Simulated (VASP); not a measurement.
# SiN (P6_3mc) in VASP: single point with PBE

Aim: the single point of SiN with PBE.

All numbers are computed with VASP 6.6.1; they aren't measurements. Logs are shortened: lines on timing, memory, paths and dates and some standing lists are left out, and cuts for length are marked.

### Step 1. The cell of the first run

The structure is hexagonal, space group P6_3mc (No. 186). The conventional cell has a = 2.837 Å, b = 2.837 Å, c = 5.681 Å, α = 90.00°, β = 90.00°, γ = 120.00°. Si (site symmetry 3m) has 4 N at 1.86 to 1.95 Å within 2.5 Å. Within 2.5 Å of N (site symmetry 3m) lie 4 Si at 1.86 to 1.95 Å.

### Step 2. Single point, PBE

File INCAR:

```
SYSTEM = SiN
PREC     = Accurate       ! precision mode
ENCUT    = 600            ! plane-wave cutoff, eV
EDIFF    = 1E-6           ! SCF threshold, eV
ISMEAR   = 0              ! smearing method
SIGMA    = 0.1            ! smearing width, eV
LREAL    = .FALSE.        ! projectors in reciprocal space
LASPH    = .TRUE.         ! aspherical terms in the spheres
NELM     = 120            ! most SCF steps
ALGO     = Normal         ! electronic algorithm
ISIF     = 2              ! what is computed and relaxed
LWAVE    = .FALSE.        ! write WAVECAR
LCHARG   = .TRUE.         ! write CHGCAR
GGA      = PE             ! functional
LELF     = .TRUE.         ! ELF
LVHAR    = .TRUE.       
NBANDS   = 17             ! bands
GGA_COMPAT= .FALSE.
```

File KPOINTS:

```
Automatic mesh
0
G
  22 22 10
  0 0 0
```

File POSCAR:

```
SiN
1.0
    2.8370112079      0.0000000000      0.0000000000
   -1.4185056039      2.4569237768      0.0000000000
    0.0000000000      0.0000000000      5.6813325896
Si N
2 2
Direct
    0.3333333333      0.6666666667      0.5157939723
    0.6666666667      0.3333333333      1.0157939723
    0.3333333333      0.6666666667      0.8592060277
    0.6666666667      0.3333333333      0.3592060277
```

Potentials or basis: VASP PAW PBE potentials, release 64 (Si, N).

The run is started by

```sh
cat potpaw_PBE.64/Si/POTCAR potpaw_PBE.64/N/POTCAR > POTCAR
mpirun -np 1 vasp_std > vasp.out
```

OUTCAR:

```text
SYSTEM = SiN
   PREC = Accurate
   ENCUT = 600
   EDIFF = 1E-6
   ISMEAR = 0
   LREAL = .FALSE.
   LASPH = .TRUE.
   NELM = 120
   ISIF = 2
   GGA = PE

 ion  position               nearest neighbor table
   1  0.333  0.667  0.516-   4 1.86   4 1.86   4 1.86   3 1.95
   2  0.667  0.333  0.016-   3 1.86   3 1.86   3 1.86   4 1.95
   3  0.333  0.667  0.859-   2 1.86   2 1.86   2 1.86   1 1.95
   4  0.667  0.333  0.359-   1 1.86   1 1.86   1 1.86   2 1.95

  LATTYP: Found a hexagonal cell.
 ALAT       =     2.8370112079
 C/A-ratio  =     2.0025767166

  Lattice vectors:

 A1 = (   2.8370112079,   0.0000000000,   0.0000000000)
 A2 = (  -1.4185056039,   2.4569237768,   0.0000000000)
 A3 = (   0.0000000000,   0.0000000000,   5.6813325896)

Analysis of symmetry for initial positions (statically):
=====================================================================
 Subroutine PRICEL returns:
 Original cell was already a primitive cell.

 Routine SETGRP: Setting up the symmetry group for a
 hexagonal supercell.

 Subroutine GETGRP returns: Found 12 space group operations
 (whereof  6 operations were pure point group operations)
 out of a pool of 24 trial point group operations.

The static configuration has the point symmetry C_3v.
 The point group associated with its full space group is C_6v.

Analysis of symmetry for dynamics (positions and initial velocities):
=====================================================================
 Subroutine PRICEL returns:
 Original cell was already a primitive cell.

 Routine SETGRP: Setting up the symmetry group for a
 hexagonal supercell.

 Subroutine GETGRP returns: Found 12 space group operations
 (whereof  6 operations were pure point group operations)
 out of a pool of 24 trial point group operations.

The dynamic configuration has the point symmetry C_3v.
 The point group associated with its full space group is C_6v.

 Subroutine INISYM returns: Found 12 space group operations
 (whereof  6 operations are pure point group operations),
 and found     1 'primitive' translations

----------------------------------------------------------------------------------------

                                     Primitive cell

  volume of cell :      39.6007

  direct lattice vectors                    reciprocal lattice vectors
     2.837011208  0.000000000  0.000000000     0.352483627  0.203506517  0.000000000
    -1.418505604  2.456923777  0.000000000     0.000000000  0.407013034  0.000000000
[... 87 lines left out ...]
   ENCUT  =  600.0 eV  44.10 Ry    6.64 a.u.   5.67  5.67 11.35*2*pi/ulx,y,z
   NELM   =    120;   NELMIN=  2; NELMDL= -5     # of ELM steps
   EDIFF  = 0.1E-05   stopping-criterion for ELM
   LREAL  =      F    real-space projection
   EDIFFG = 0.1E-04   stopping-criterion for IOM
   NSW    =      0    number of steps for IOM
   IBRION =     -1    ionic relax: 0-MD 1-quasi-New 2-CG
   NFREE  =      0    steps in history (QN), initial steepest desc. (CG)
   ISIF   =      2    stress and relaxation
   ISYM   =      2    0-nonsym 1-usesym 2-fastsym
   POTIM  = 0.5000    time-step for ionic-motion
   TEBEG  =    0.0;   TEEND  =   0.0 temperature during run
   PSTRESS=    0.0 pullay stress
   NELECT =      18.0000    total number of electrons
   NUPDOWN=      -1.0000    fix difference up-down
   EMIN   =  10.00;   EMAX   =-10.00  energy-range for DOS
   EFERMI =   0.00;   METHOD = LEGACY
   ISMEAR =     0;   SIGMA  =   0.10  broadening in eV -4-tet -1-fermi 0-gaus
   EFERMI_NEDOS =   21; number of points for ismear=-14 and -15
   IALGO  =     38    algorithm
   IMIX   =      4    mixing-type and parameters
     AMIX     =   0.40;   BMIX     =  1.00
     AMIX_MAG =   1.60;   BMIX_MAG =  1.00
  volume/ion in A,a.u.               =       9.90        66.81
  Fermi-wavevector in a.u.,A,eV,Ry     =   1.258726  2.378648 21.556965  1.584392
  Thomas-Fermi vector in A             =   2.392322
   LORBIT       =      0    0 simple, 1 ext, 2 COOP (PROOUT), +10 PAW based schemes
   GGA     = PE    functional components
   LHFCALC =     F    Hartree Fock is set to
   AEXX    =    0.0000 exact exchange contribution
   IVDW    =     0    specifies the selected vdW correction
   LEPSILON=     F    determine dielectric tensor
   LRPA    =     F    only Hartree local field effects (RPA)
 non-spin polarized calculation
 Gauss-broadening in eV      SIGMA  =   0.10
  energy-cutoff  :      600.00
  volume of cell :       39.60
 maximum number of plane-waves:      1343
 NGX is ok and might be reduce to    24
   NGX = 11   NGY = 11   NGZ = 23

 number of electron      17.9999997 magnetization

 Free energy of the ion-electron system (eV)
  ---------------------------------------------------
  ext. energy  EPLUGINS =         0.00000000
  ---------------------------------------------------
  free energy    TOTEN  =       -27.72173009 eV

  energy without entropy =      -27.71634151  energy(sigma->0) =      -27.71903580

 E-fermi :  10.9399     XC(G=0): -11.7237

 val. band max:       10.9371494411   @ k =   0.1818   0.1818   0.4000
 cond. band min:      10.9450241788   @ k =   0.4091   0.1818   0.4000
 fundamental gap:      0.0078747377
 Fermi energy:        10.9399288217

 k-point     1 :       0.0000    0.0000    0.0000
  band No.  band energies     occupation
      1      -9.7433      2.00000
      2      -8.1092      2.00000
      3      -1.7648      2.00000
      4       4.6381      2.00000
      5       6.6229      2.00000
      6       6.6229      2.00000
[... 457 lines left out ...]
      4       4.1302      2.00000
      5       4.3615      2.00000
      6       4.7082      2.00000
[... 9 lines left out ...]
     16      18.3325      0.00000
     17      20.6790      0.00000

 [... further k-points ...]
[... 5 lines left out ...]
  --------------------------------------------------------------------------------------
  -------------------------------------------------------------------------------------
  Total       -0.0433273     -0.0433273     -0.1011447     -0.0000000     -0.0000000      0.0000000
  in kB       -1.7529492     -1.7529492     -4.0921426     -0.0000000     -0.0000000      0.0000000
  external PRESSURE =      -2.5326803 kB  Pullay stress =       0.0000000 kB

 VOLUME and BASIS-vectors are now :
 -----------------------------------------------------------------------------
  energy-cutoff  :      600.00
  volume of cell :       39.60
      direct lattice vectors                 reciprocal lattice vectors
     2.837011208  0.000000000  0.000000000     0.352483627  0.203506517  0.000000000
    -1.418505604  2.456923777  0.000000000     0.000000000  0.407013034  0.000000000
     0.000000000  0.000000000  5.681332590     0.000000000  0.000000000  0.176015043

 POSITION                                       TOTAL-FORCE (eV/Angst)
 -----------------------------------------------------------------------------------
     -0.00000      1.63795      2.93040         0.000000     -0.000000      0.000790
      1.41851      0.81897      0.08973        -0.000000      0.000000      0.000790
     -0.00000      1.63795      4.88144        -0.000000      0.000000     -0.000790
      1.41851      0.81897      2.04077         0.000000     -0.000000     -0.000790
 -----------------------------------------------------------------------------------
    total drift:                                0.000000     -0.000000     -0.000254

  FREE ENERGIE OF THE ION-ELECTRON SYSTEM (eV)
  ---------------------------------------------------
  free  energy   TOTEN  =       -27.7217300929 eV

  energy  without entropy=      -27.7163415082  energy(sigma->0) =      -27.71903580
```

OSZICAR:

```text
N       E                     dE             d eps       ncg     rms          rms(c)
DAV:   1     0.538407343827E+02    0.53841E+02   -0.95065E+03 10608   0.109E+03
DAV:   2    -0.267042215302E+02   -0.80545E+02   -0.76191E+02 14388   0.223E+02
DAV:   3    -0.303017389872E+02   -0.35975E+01   -0.35751E+01 13896   0.463E+01
DAV:   4    -0.303219163641E+02   -0.20177E-01   -0.20170E-01 13120   0.371E+00
DAV:   5    -0.303220597848E+02   -0.14342E-03   -0.14341E-03 13828   0.306E-01    0.120E+01
DAV:   6    -0.276888541866E+02    0.26332E+01   -0.66907E+00 13224   0.199E+01    0.557E+00
DAV:   7    -0.277317045864E+02   -0.42850E-01   -0.59220E-01 11391   0.557E+00    0.274E+00
DAV:   8    -0.277226214376E+02    0.90831E-02   -0.29320E-02 13579   0.138E+00    0.733E-01
DAV:   9    -0.277215645585E+02    0.10569E-02   -0.47747E-03 13766   0.572E-01    0.122E-01
DAV:  10    -0.277217207975E+02   -0.15624E-03   -0.62585E-04 11836   0.179E-01    0.504E-02
DAV:  11    -0.277217315205E+02   -0.10723E-04   -0.46787E-05 13645   0.566E-02    0.126E-02
DAV:  12    -0.277217302736E+02    0.12470E-05   -0.43874E-06 12444   0.180E-02    0.493E-03
DAV:  13    -0.277217300929E+02    0.18062E-06   -0.73435E-07  6102   0.644E-03
   1 F= -.27721730E+02 E0= -.27719036E+02  d E =-.538858E-02
```

Wall time 3.8 min (1 thread of AMD EPYC 7R13 (Zen 3), shared host); peak memory 0.3 GiB.

What came out:

```
Free energy            : -27.7217 eV
Pressure               : -0.3 GPa
Band gap on the k mesh : zero (bands 9 and 10 overlap by 2.56 eV)
```
